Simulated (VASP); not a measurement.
## InGeP2S7: single point with r2SCAN

The system is InGeP2S7.

```xyz
11
Lattice="4.2873 4.9070 0.0233 4.2463 -4.8711 0.0482 0.9024 0.0196 -6.1029" Properties=species:S:1:pos:R:3 pbc="T T T"
S     5.9260    0.4636   -1.7220
S     3.4402    0.4373   -4.2563
S     6.7783    1.9526   -4.9368
S     2.7364    1.8606   -1.0073
S     5.1519   -4.4228   -6.0000
S     3.2664   -1.7409   -1.4902
S     6.1748   -1.7246   -4.4963
Ge    4.7008    4.1086   -3.0204
P     6.9541    1.5728   -0.5121
P     2.5630    1.5254   -5.5130
In    4.2780    0.0665    0.0218
```

```
Program                : VASP 6.6.1
Task                   : single point
Functional             : r2SCAN
Potentials or basis    : VASP PAW PBE potentials, release 64 (S, Ge_d, P, In_d)
Cutoff                 : 550 eV
k mesh                 : 3 × 3 × 3
Occupations            : fermi-dirac, width 0.1 eV
Spin                   : no spin polarisation
Dipole correction      : no
Further INCAR settings : ALGO = Normal; EDIFF = 1e-06; NBANDS = 50
```

* Pressure: 6.2 GPa
* Largest force: 3.515 eV/Å
* Band gap on the k mesh: zero (an odd number of electrons rules out a gap without spin polarisation)

Forces in eV/Å, atoms in the order of the input:
```
S    0.303 -1.195 -2.185
S    1.059 -2.171  2.554
S   -0.221 -0.181  0.021
S    0.403  0.394 -1.206
S    0.023 -2.739 -0.117
S    0.121  1.051 -1.351
S    0.064  0.973  0.811
Ge  -0.078  0.097 -0.143
P   -0.893  1.507  1.890
P   -0.849  2.580 -1.147
In   0.068 -0.317  0.874
```

Stress tensor (GPa, compression positive):
```
 5.95 -0.50  0.16
-0.50  7.03 -1.30
 0.16 -1.30  5.56
```

Levels at points of the mesh, in eV from the Fermi level:
```csv
k point,band 35,band 36,band 37,band 38,band 39,band 40,band 41,band 42,band 43,band 44
"(0.00, 0.00, 0.00)",-2.62,-2.60,-2.15,-1.96,-1.63,-0.19,0.48,1.19,1.45,1.82
```

Wall time 15 min on 1 thread of AMD EPYC 7R43 64-Core Processor (Zen 3), with other jobs on the host, peak memory 0.44 GiB.

Caveat: the cell stands under pressure; the PAW data sets were made with another functional, which shifts forces and pressure a little; spin-orbit coupling is left out, which moves the levels of the heavy elements.
